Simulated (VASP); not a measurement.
# Ru (P6_3/mmc) in VASP: further runs, part 3 of 3

VASP 6.6.1.

### Step 5. Single point, r2SCAN50

File POSCAR:

```
Ru
1.0
    2.7058000000      0.0000000000      0.0000000000
   -1.3529000000      2.3432915376      0.0000000000
    0.0000000000      0.0000000000      4.2819000000
Ru
2
Direct
    0.6666666667      0.3333333333      0.7500000000
    0.3333333333      0.6666666667      0.2500000000
```

File INCAR.step1:

```
PREC = Accurate
ENCUT = 520
EDIFF = 1E-5
ISMEAR = -1
SIGMA = 0.05
LREAL = F
LASPH = T
NELM = 100
ALGO = Normal
ISIF = 2
LWAVE = T
GGA = PE
NBANDS = 21
```

File INCAR.step2:

```
PREC = Accurate
ENCUT = 520
EDIFF = 1E-7
ISMEAR = -1
SIGMA = 0.05
LREAL = F
LASPH = T
NELM = 100
ALGO = Normal
ISIF = 2
LWAVE = F
LCHARG = T
METAGGA = R2SCAN
LHFCALC = T
AEXX = 0.5
LMIXTAU = T
PRECFOCK = Normal
LELF = T
LVHAR = T
ISTART = 1
NBANDS = 21
```

File KPOINTS:

```
regular mesh
0
Gamma
  6 6 3
```

Potentials or basis: VASP PAW PBE potentials, release 64 (Ru_pv).

Started as:

```sh
$ cat potpaw_PBE.64/Ru_pv/POTCAR > POTCAR
$ cp INCAR.step1 INCAR
$ mpirun -np 1 vasp_std > vasp.out
$ cp INCAR.step2 INCAR
$ mpirun -np 1 vasp_std > vasp.out
```

OUTCAR:

```text
PREC = Accurate
   ENCUT = 520
   EDIFF = 1E-7
   ISMEAR = -1
   LREAL = F
   LASPH = T
   NELM = 100
   ISIF = 2
   METAGGA = R2SCAN
   LHFCALC = T
   AEXX = 0.5
   PRECFOCK = Normal
   ISTART = 1

 ion  position               nearest neighbor table
   1  0.667  0.333  0.750-   2 2.65   2 2.65   2 2.65   2 2.65   2 2.65   2 2.65
   2  0.333  0.667  0.250-   1 2.65   1 2.65   1 2.65   1 2.65   1 2.65   1 2.65

  LATTYP: Found a hexagonal cell.
 ALAT       =     2.7058000000
 C/A-ratio  =     1.5824894671

  Lattice vectors:

 A1 = (   2.7058000000,   0.0000000000,   0.0000000000)
 A2 = (  -1.3529000000,   2.3432915376,   0.0000000000)
 A3 = (   0.0000000000,   0.0000000000,   4.2819000000)

Analysis of symmetry for initial positions (statically):
=====================================================================
 Subroutine PRICEL returns:
 Original cell was already a primitive cell.

 Routine SETGRP: Setting up the symmetry group for a
 hexagonal supercell.

 Subroutine GETGRP returns: Found 24 space group operations
 (whereof 12 operations were pure point group operations)
 out of a pool of 24 trial point group operations.

The static configuration has the point symmetry D_3d.
 The point group associated with its full space group is D_6h.

Analysis of symmetry for dynamics (positions and initial velocities):
=====================================================================
 Subroutine PRICEL returns:
 Original cell was already a primitive cell.

 Routine SETGRP: Setting up the symmetry group for a
 hexagonal supercell.

 Subroutine GETGRP returns: Found 24 space group operations
 (whereof 12 operations were pure point group operations)
 out of a pool of 24 trial point group operations.

The dynamic configuration has the point symmetry D_3d.
 The point group associated with its full space group is D_6h.

 Subroutine INISYM returns: Found 24 space group operations
 (whereof 12 operations are pure point group operations),
 and found     1 'primitive' translations

----------------------------------------------------------------------------------------

                                     Primitive cell

  volume of cell :      27.1493

  direct lattice vectors                    reciprocal lattice vectors
     2.705800000  0.000000000  0.000000000     0.369576465  0.213375072  0.000000000
    -1.352900000  2.343291538  0.000000000     0.000000000  0.426750144  0.000000000
     0.000000000  0.000000000  4.281900000     0.000000000  0.000000000  0.233541185

  length of vectors
     2.705800000  2.705800000  4.281900000     0.426750144  0.426750144  0.233541185

  position of ions in fractional coordinates (direct lattice)
     0.666666667  0.333333333  0.750000000
     0.333333333  0.666666667  0.250000000

  ion indices of the primitive-cell ions
   primitive index   ion index
                 1           1
                 2           2

----------------------------------------------------------------------------------------

[... 30 lines left out ...]
  0.166667  0.166667  0.000000      6.000000
  0.333333  0.166667  0.000000     12.000000
  0.333333  0.333333  0.000000      2.000000
  0.000000  0.000000  0.333333      2.000000
  0.166667  0.000000  0.333333     12.000000
  0.333333  0.000000  0.333333     12.000000
  0.500000  0.000000  0.333333      6.000000
  0.166667  0.166667  0.333333     12.000000
  0.333333  0.166667  0.333333     24.000000
  0.333333  0.333333  0.333333      4.000000
   k-points           NKPTS =     14   k-points in BZ     NKDIM =    108   number of bands    NBANDS=     21
   number of dos      NEDOS =    301   number of ions     NIONS =      2
   total plane-waves  NPLWV =  12800
   dimension x,y,z NGX =    20 NGY =   20 NGZ =   32
   dimension x,y,z NGXF=    40 NGYF=   40 NGZF=   64
   ions per type =               2
   NGX,Y,Z   is equivalent  to a cutoff of  12.29, 12.29, 12.42 a.u.
   NGXF,Y,Z  is equivalent  to a cutoff of  24.58, 24.58, 24.85 a.u.
 SYSTEM =  unknown system
   PREC   = accura    normal or accurate (medium, high low for compatibility)
   ISTART =      1    job   : 0-new  1-cont  2-samecut
   ICHARG =      0    charge: 1-file 2-atom 10-const
   ISPIN  =      1    spin polarized calculation?
   LNONCOLLINEAR =      F non collinear calculations
   LSORBIT =      F    spin-orbit coupling
   LASPH  =      T    aspherical Exc in radial PAW
   ENCUT  =  520.0 eV  38.22 Ry    6.18 a.u.   5.03  5.03  7.96*2*pi/ulx,y,z
   NELM   =    100;   NELMIN=  2; NELMDL=  0     # of ELM steps
   EDIFF  = 0.1E-06   stopping-criterion for ELM
   LREAL  =      F    real-space projection
   EDIFFG = 0.1E-05   stopping-criterion for IOM
   NSW    =      0    number of steps for IOM
   IBRION =     -1    ionic relax: 0-MD 1-quasi-New 2-CG
   NFREE  =      0    steps in history (QN), initial steepest desc. (CG)
   ISIF   =      2    stress and relaxation
   ISYM   =      3    0-nonsym 1-usesym 2-fastsym
   POTIM  = 0.5000    time-step for ionic-motion
   TEBEG  =    0.0;   TEEND  =   0.0 temperature during run
   PSTRESS=    0.0 pullay stress
   NELECT =      28.0000    total number of electrons
   NUPDOWN=      -1.0000    fix difference up-down
   EMIN   =  10.00;   EMAX   =-10.00  energy-range for DOS
   EFERMI =   0.00;   METHOD = LEGACY
   ISMEAR =    -1;   SIGMA  =   0.05  broadening in eV -4-tet -1-fermi 0-gaus
   EFERMI_NEDOS =   21; number of points for ismear=-14 and -15
   IALGO  =     38    algorithm
   IMIX   =      1    mixing-type and parameters
     AMIX     =   0.40;   BMIX     =  1.00
     AMIX_MAG =   1.60;   BMIX_MAG =  1.00
  volume/ion in A,a.u.               =      13.57        91.61
  Fermi-wavevector in a.u.,A,eV,Ry     =   1.654022  3.125649 37.222674  2.735789
  Thomas-Fermi vector in A             =   2.742361
   LORBIT       =      0    0 simple, 1 ext, 2 COOP (PROOUT), +10 PAW based schemes
   METAGGA = R2SCAN    functional components
   LHFCALC =     T    Hartree Fock is set to
   PRECFOCK=normal    Normal, Fast or Accurate (Low or Medium for compatibility)
   ENCUT4O =  -1.0   cutoff for four orbital integrals eV
   NKREDX  =     1    reduce k-point grid by
   NKREDY  =     1    reduce k-point grid by
   NKREDZ  =     1    reduce k-point grid by
   AEXX    =    0.5000 exact exchange contribution
   HFSCREEN=    0.0000 screening length (either q_TF or 0.3 A-1)
   HFSCREENC=   0.0000 screening length for correlation (either q_TF or 0.3 A-1)
   ENCUTFOCK=  -1.0 apply spherical cutoff to Coloumb kernel
   IVDW    =     0    specifies the selected vdW correction
   LEPSILON=     F    determine dielectric tensor
   LRPA    =     F    only Hartree local field effects (RPA)
 non-spin polarized calculation
  energy-cutoff  :      520.00
  volume of cell :       27.15
 maximum number of plane-waves:       756
 NGX is ok and might be reduce to    20
  NGX = 16; NGY = 16; NGZ = 28

 number of electron      28.0000008 magnetization

 Free energy of the ion-electron system (eV)
  ---------------------------------------------------
  ext. energy  EPLUGINS =         0.00000000
  ---------------------------------------------------
  free energy    TOTEN  =       -45.78815659 eV

  energy without entropy =      -45.78815475  energy(sigma->0) =      -45.78815567

 E-fermi :  12.1392     XC(G=0):  -8.5061

 val. band max:       11.5787722952   @ k =   0.1667   0.1667   0.0000
 cond. band min:      12.7001133784   @ k =   0.5000   0.0000   0.3333
 fundamental gap:      1.1213410833
 Fermi energy:        12.1392274786

 k-point     1 :       0.0000    0.0000    0.0000
  band No.  band energies     occupation
      1     -39.1892      2.00000
      2     -37.8997      2.00000
      3     -37.8997      2.00000
      4     -37.6647      2.00000
      5     -37.6647      2.00000
      6     -37.6119      2.00000
[... 325 lines left out ...]
     20      27.6527      0.00000
     21      27.8561      0.00000

------------------------ aborting loop because EDIFF is reached ----------------------------------------

  FORCE on cell =-STRESS in cart. coord.  units (eV):
  Direction    XX          YY          ZZ          XY          YZ          ZX
  --------------------------------------------------------------------------------------
  -------------------------------------------------------------------------------------
  Total       -3.3213787     -3.3213787     -5.3306463      0.0000000      0.0000000      0.0000000
  in kB     -196.0064829   -196.0064829   -314.5805828      0.0000000      0.0000000      0.0000000
  external PRESSURE =    -235.5311828 kB  Pullay stress =       0.0000000 kB

 VOLUME and BASIS-vectors are now :
 -----------------------------------------------------------------------------
  energy-cutoff  :      520.00
  volume of cell :       27.15
      direct lattice vectors                 reciprocal lattice vectors
     2.705800000  0.000000000  0.000000000     0.369576465  0.213375072  0.000000000
    -1.352900000  2.343291538  0.000000000     0.000000000  0.426750144  0.000000000
     0.000000000  0.000000000  4.281900000     0.000000000  0.000000000  0.233541185

 POSITION                                       TOTAL-FORCE (eV/Angst)
 -----------------------------------------------------------------------------------
      1.35290      0.78110      3.21143        -0.000000      0.000000      0.000000
     -0.00000      1.56219      1.07048         0.000000     -0.000000     -0.000000
 -----------------------------------------------------------------------------------
    total drift:                               -0.000000      0.000000      0.000002

  FREE ENERGIE OF THE ION-ELECTRON SYSTEM (eV)
  ---------------------------------------------------
  free  energy   TOTEN  =       -45.7881565898 eV

  energy  without entropy=      -45.7881547474  energy(sigma->0) =      -45.78815567
```

It took 44 min on 1 thread of Intel Xeon Platinum 8259CL at 2.50GHz (Skylake/Cascade Lake), shared host; peak memory 0.17 GiB.

Results:

```
Free energy            : -45.7882 eV
Pressure               : -23.6 GPa
Band gap on the k mesh : zero (bands 14 and 15 overlap by 6.06 eV)
```

Stress tensor (GPa, compression positive):
```
-19.60   0.00   0.00
  0.00 -19.60   0.00
  0.00   0.00 -31.46
```

Caveat: the k points lie up to 0.49 Å⁻¹ apart, too coarse for converged energies and pressures of a metal; the PAW data sets were made with another functional, which shifts forces and pressure a little.

### Step 6. The runs side by side

| level | cell | k mesh | smearing | grid for exact exchange (PRECFOCK) | share of exact exchange | screening parameter | gap on the mesh (eV) | pressure (GPa) |
| --- | --- | --- | --- | --- | --- | --- | --- | --- |
| r2SCAN | a = 2.706, b = 2.706, c = 4.282 Å, angles 90.0, 90.0, 120.0°, 2 atoms | 9 × 9 × 5 | gaussian 0.1 eV | - | - | - | none | -0.8 |
| HSE06 | a = 2.695, b = 2.695, c = 4.208 Å, angles 90.0, 90.0, 120.0°, 2 atoms | 6 × 6 × 3 | fermi-dirac 0.05 eV | Normal | 0.25 | 0.2079 1/Å | none | 0.7 |
| r2SCAN50 | a = 2.706, b = 2.706, c = 4.282 Å, angles 90.0, 90.0, 120.0°, 2 atoms | 6 × 6 × 3 | fermi-dirac 0.05 eV | Normal | 0.5 | - | none | -23.6 |

Alike in all rows: task single point; potentials or basis VASP PAW PBE potentials, release 64 (Ru_pv); no spin polarisation; cutoff (eV) 520.

Caveats: some runs use coarse meshes; the PAW data sets were made with another functional, which shifts forces and pressure a little.

Total energies depend on the potentials used, so only differences within one code and one set of settings carry meaning.

The gap in the log of VASP goes by the Fermi energy; the results here count the filled bands.